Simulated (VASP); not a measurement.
Set up this calculation in VASP 6.6.1, as the native input.

```
Task                   : single point
Functional             : PBE
Potentials or basis    : VASP PAW PBE potentials, release 64 (Hf_pv, Ta_pv, O)
Cutoff                 : 600 eV
k mesh                 : 6 × 6 × 6
Occupations            : gaussian, width 0.1 eV
Spin                   : no spin polarisation
Dipole correction      : no
Further INCAR settings : ALGO = Normal; EDIFF = 1e-06; NBANDS = 34
```

The structure of Hf2TaO3 lies in POSCAR:

```
Hf2TaO3
1.0
    2.6419294011      1.5253186493      3.8420356608
   -2.6419294011      1.5253186493      3.8420356608
    0.0000000000     -3.0506373034      3.8420356589
Hf Ta O
2 1 3
Direct
    0.7840790228      0.7840790228      0.7840790228
    0.2159209772      0.2159209772      0.2159209772
    0.5000000000      0.5000000000      0.5000000000
    0.5000000000      0.0000000000      0.5000000000
    0.5000000000      0.5000000000      0.0000000000
    0.0000000000      0.5000000000      0.5000000000
```

The cell was generated, and may not be a known phase.

The input as run:

INCAR

```
PREC = Accurate
ENCUT = 600
EDIFF = 1E-6
ISMEAR = 0
SIGMA = 0.1
LREAL = F
LASPH = T
NELM = 120
ALGO = Normal
ISIF = 2
LWAVE = F
LCHARG = T
GGA = PE
LELF = T
LVHAR = T
NBANDS = 34
GGA_COMPAT = F
```

KPOINTS

```
regular mesh
0
Gamma
  6 6 6
```

Potentials or basis: VASP PAW PBE potentials, release 64 (Hf_pv, Ta_pv, O).

The run is started by

```bash
$ cat potpaw_PBE.64/Hf_pv/POTCAR potpaw_PBE.64/Ta_pv/POTCAR potpaw_PBE.64/O/POTCAR > POTCAR
$ mpirun -np 1 vasp_std > vasp.out
```

Results of the run:

```yaml
Pressure: -1.2 GPa
Largest_force: 0.268 eV/Å
Band_gap_on_the_k_mesh: zero (an odd number of electrons rules out a gap without spin polarisation)
```

Caveat: spin-orbit coupling is left out, which moves the levels of the heavy elements; an odd number of electrons without spin polarisation forces a metal; a magnetic or distorted state may lie lower.

Run time: 4.2 min on 1 thread of Oxide Virtual Turin-like Processor, on a shared host, peak memory 0.27 GiB.
